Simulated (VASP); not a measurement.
## CdTe: single point with PBE

CdTe:

```xyz
2
Lattice="0.0000 3.3096 3.3096 3.3096 0.0000 3.3096 3.3096 3.3096 0.0000" Properties=species:S:1:pos:R:3 pbc="T T T"
Cd    0.0000    0.0000    0.0000
Te    4.9644    4.9644    4.9644
```

```yaml
Program: VASP 6.6.1
Task: single point
Functional: PBE
Potentials_or_basis: VASP PAW PBE potentials, release 64 (Cd, Te)
Cutoff: 500 eV
k_mesh: 10 × 10 × 10
Occupations: gaussian, width 0.02 eV
Spin: no spin polarisation
```

```json
{
  "Pressure": "0.1 GPa",
  "Band gap on the k mesh": "0.58 eV, direct"
}
```

Levels at points of the mesh, in eV from the valence-band top:
```
           k point  band 7  band 8  band 9  band 10  band 11  band 12
(0.00, 0.00, 0.00)    0.00    0.00    0.00     0.58     4.64     4.64
(0.50, 0.00, 0.00)   -4.08   -0.69   -0.69     1.75     5.21     5.21
(0.50, 0.50, 0.00)   -4.01   -1.66   -1.66     2.67     2.74     8.51
```

Run time: 50 s on 1 thread of Intel Xeon 6975P-C, with other jobs on the host, peak memory 0.23 GiB.

Caveat: spin-orbit coupling is left out, which moves the levels of the heavy elements.
